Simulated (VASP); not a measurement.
Input of a VASP 6.6.1 run:

POSCAR

```
P
1.0
    2.6103155800      0.0000000000      0.0000000000
   -1.3051577900      2.2605996042      0.0000000000
    0.0000000000      0.0000000000     10.1061596520
P
4
Direct
    1.0000000000      1.0000000000      1.0000000000
    1.0000000000      1.0000000000      0.5000000000
    0.3333333333      0.6666666667      0.2500000000
    0.6666666667      0.3333333333      0.7500000000
```

File INCAR.step1:

```
ALGO     = Normal         # electronic algorithm
EDIFF    = 1E-4           # SCF threshold, eV
ENCUT    = 520            # plane-wave cutoff, eV
GGA      = PE             # functional
ISMEAR   = -1             # smearing method
LASPH    = T              # aspherical terms in the spheres
LCHARG   = F              # write CHGCAR
LREAL    = F              # projectors in reciprocal space
LWAVE    = T              # write WAVECAR
NBANDS   = 18             # bands
NELM     = 60             # most SCF steps
PREC     = Accurate       # precision mode
SIGMA    = 0.1            # smearing width, eV
```

The input INCAR.step2:

```
ALGO     = Normal         # electronic algorithm
EDIFF    = 1E-7           # SCF threshold, eV
ENCUT    = 520            # plane-wave cutoff, eV
ISIF     = 2              # what is computed and relaxed
ISMEAR   = -1             # smearing method
ISTART   = 1            
LASPH    = T              # aspherical terms in the spheres
LCHARG   = T              # write CHGCAR
LELF     = T              # ELF
LMIXTAU  = T            
LREAL    = F              # projectors in reciprocal space
LVHAR    = T            
LWAVE    = F              # write WAVECAR
METAGGA  = R2SCAN         # meta-GGA
NBANDS   = 18             # bands
NELM     = 60             # most SCF steps
PREC     = Accurate       # precision mode
SIGMA    = 0.1            # smearing width, eV
```

KPOINTS

```
k-points
0
Gamma
  13 13 4
```

Potentials or basis: VASP PAW PBE potentials, release 64 (P).

The run is started by

```console
$ cat potpaw_PBE.64/P/POTCAR > POTCAR
$ cp INCAR.step1 INCAR
$ mpirun -np 1 vasp_std > vasp.out
$ cp INCAR.step2 INCAR
$ mpirun -np 1 vasp_std > vasp.out
```

Predict the pressure.

-0.1 GPa.

Predict the band gap on the k mesh.

zero (band 10 reaches 16.95 eV, above the bottom of band 11 at 5.81 eV).

Caveat: the PAW data sets were made with another functional, which shifts forces and pressure a little.
